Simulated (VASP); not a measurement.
**In3Sb: single point with r2SCAN**

The system is In3Sb.

```
In Sb
1.0
     4.83696    0.00000    0.00000
     0.00000    4.83696    0.00000
     0.00000    0.00000    4.83696
In Sb
3 1
Direct
  0.50000 0.50000 0.00000
  0.50000 0.00000 0.50000
  0.00000 0.50000 0.50000
  0.00000 0.00000 0.00000
```

| Item | Value |
| --- | --- |
| Program | VASP 6.6.1 |
| Task | single point |
| Functional | r2SCAN |
| Potentials or basis | VASP PAW PBE potentials, release 64 (In_d, Sb) |
| Cutoff | 520 eV |
| k mesh | 2 × 2 × 2 |
| Occupations | gaussian, width 0.1 eV |
| Spin | no spin polarisation |
| Dipole correction | no |
| Further INCAR settings | ALGO = Normal; EDIFF = 1e-06; NBANDS = 30 |

```json
{
 "Pressure": "-1.6 GPa",
 "Band gap on the k mesh": "zero (band 22 reaches 7.22 eV, above the bottom of band 23 at 3.63 eV)"
}
```

Levels at points of the mesh, in eV from the Fermi level:
```tsv
k point	band 20	band 21	band 22	band 23	band 24	band 25
(0.00, 0.00, 0.00)	-3.16	-2.32	-2.32	2.28	2.28	2.28
(0.50, 0.00, 0.00)	-1.83	-1.75	-0.33	-0.33	0.15	1.26
(0.50, 0.50, 0.00)	-0.85	-0.03	0.32	0.32	1.51	1.52
(0.50, 0.50, 0.50)	-4.23	-4.23	-4.23	-3.28	5.44	5.44
```

It took 43 s on 1 thread of AMD EPYC 9R45 96-Core Processor (Zen 5) (shared host), peak memory 0.19 GiB.

Caveat: the k points lie up to 0.65 Å⁻¹ apart; the PAW data sets were made with another functional, which shifts forces and pressure a little; spin-orbit coupling is left out, which moves the levels of the heavy elements.
